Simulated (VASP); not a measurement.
K2S:

```
CELL_PARAMETERS angstrom
0.00000 3.70272 3.70272
3.70272 0.00000 3.70272
3.70272 3.70272 0.00000
ATOMIC_POSITIONS crystal
K 0.25000 0.25000 0.25000
K 0.75000 0.75000 0.75000
S 0.00000 0.00000 0.00000
```

Base run:

* Program: VASP 6.6.1
* Functional: PBE
* Potentials or basis: VASP PAW PBE potentials, release 64 (K_sv, S)
* Cutoff: 500 eV
* k mesh: 4 × 4 × 4
* Occupations: gaussian, width 0.01 eV
* Spin: no spin polarisation

Its results: band gap on the k mesh 2.38 eV, indirect (least direct gap 2.57 eV); pressure 0.5 GPa.

Question: The run is repeated on the same cell with these changes: functional from PBE to LDA; potentials or basis from VASP PAW PBE potentials, release 64 (K_sv, S) to VASP PAW LDA potentials, release 64 (K_sv, S). What comes out?

Answer: Band gap on the k mesh 2.11 eV, indirect (least direct gap 2.32 eV); pressure -1.7 GPa.

A k mesh can miss the band edges.
